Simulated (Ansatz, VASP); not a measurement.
**Si in VASP and in Ansatz**

```xyz
3
Lattice="3.7468 0.0000 0.0000 0.0000 3.7468 0.0000 0.0000 0.0000 3.5132" Properties=species:S:1:pos:R:3 pbc="T T T"
Si    0.0000    1.8734    0.0000
Si    1.8734    0.0000    0.0000
Si    0.0000    0.0000    1.7566
```

Alike in both runs: functional PBE; k mesh 12 × 12 × 14; occupations gaussian, width 0.1 eV; no spin polarisation.

Ansatz relaxed the structure, and its values are those at the end. VASP's run is a single point on that final structure, the one shown.

|  | VASP | Ansatz |
| --- | --- | --- |
| version | VASP 6.6.1 | Ansatz 0.2.0 |
| potentials or method | VASP PAW PBE potentials, release 64 (Si), cutoff 520 eV | scalar-relativistic, plane waves, PAW |
| valence electrons in the cell | 12 | 12 |

|  | VASP | Ansatz | Ansatz less VASP |
| --- | --- | --- | --- |
| gap on the k mesh at the Fermi level (eV) | none | none | - |
| pressure (GPa) | -0.1 | 0.0 | +0.06 |

A gap of «none» marks a metal or a gap that the smearing closes.
